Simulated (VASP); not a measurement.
HfBeC2N: single point with PBE

The system is HfBeC2N.

```
CELL_PARAMETERS angstrom
3.21342 0.00000 0.00000
0.00000 4.82256 0.00000
-0.16447 0.00000 6.42915
ATOMIC_POSITIONS crystal
Hf 0.58274 0.99822 0.21035
Hf 0.58274 0.00178 0.71035
Be 0.05158 0.61168 0.47531
Be 0.05158 0.38832 0.97531
C 0.79356 0.49545 0.24717
C 0.79356 0.50455 0.74717
C 0.50287 0.50740 0.10402
C 0.50287 0.49260 0.60402
N 0.07062 0.97051 0.46524
N 0.07062 0.02949 0.96524
```

| Quantity | Value |
| --- | --- |
| Program | VASP 6.6.1 |
| Task | single point |
| Functional | PBE |
| Potentials or basis | VASP PAW PBE potentials, release 64 (Hf_pv, Be, C, N) |
| Cutoff | 520 eV |
| k mesh | 6 × 4 × 4 |
| Occupations | gaussian, width 0.1 eV |
| Spin | no spin polarisation |
| Dipole correction | no |
| Further INCAR settings | ALGO = Fast; EDIFF = 1e-07; NBANDS = 36 |

- Pressure: -1.8 GPa
- Largest force: 0.308 eV/Å
- Band gap on the k mesh: zero (bands 25 and 26 overlap by 2.07 eV)

Forces in eV/Å, atoms in the order of the input:
```
Hf   0.124  0.197 -0.201
Hf   0.124 -0.197 -0.201
Be  -0.167 -0.055  0.094
Be  -0.167  0.055  0.094
C   -0.009  0.001  0.142
C   -0.009 -0.001  0.142
C    0.007 -0.124 -0.082
C    0.007  0.124 -0.082
N    0.046  0.038  0.047
N    0.046 -0.038  0.047
```

Stress tensor (GPa, compression positive):
```
-0.52  0.00 -0.07
 0.00 -2.94  0.00
-0.07  0.00 -1.93
```

Levels at points of the mesh, in eV from the Fermi level:
```tsv
k point	band 22	band 23	band 24	band 25	band 26	band 27	band 28	band 29
(0.00, 0.00, 0.00)	-2.87	-2.52	-2.19	-1.73	-0.05	0.09	0.68	1.89
(0.50, 0.00, 0.00)	-3.33	-3.24	-3.10	-2.68	-0.37	0.79	2.26	2.57
(0.00, 0.50, 0.00)	-2.80	-2.61	-2.55	-1.84	-1.00	0.54	1.71	2.71
(0.50, 0.50, 0.00)	-3.72	-3.37	-2.73	0.51	0.99	1.13	1.15	1.78
(0.00, 0.00, 0.50)	-3.54	-3.07	-3.07	-0.02	-0.02	0.58	0.58	1.96
(0.50, 0.00, 0.50)	-4.45	-3.29	-3.29	-0.86	-0.86	0.92	0.92	2.95
(0.00, 0.50, 0.50)	-3.65	-3.23	-3.23	0.28	0.28	1.33	1.33	2.06
(0.50, 0.50, 0.50)	-4.09	-3.17	-3.17	0.76	0.76	1.82	1.82	2.00
```

Wall time 5.4 min on 1 thread of Oxide Virtual Turin-like Processor, with other jobs on the host, peak memory 0.26 GiB.

Caveat: spin-orbit coupling is left out, which moves the levels of the heavy elements.
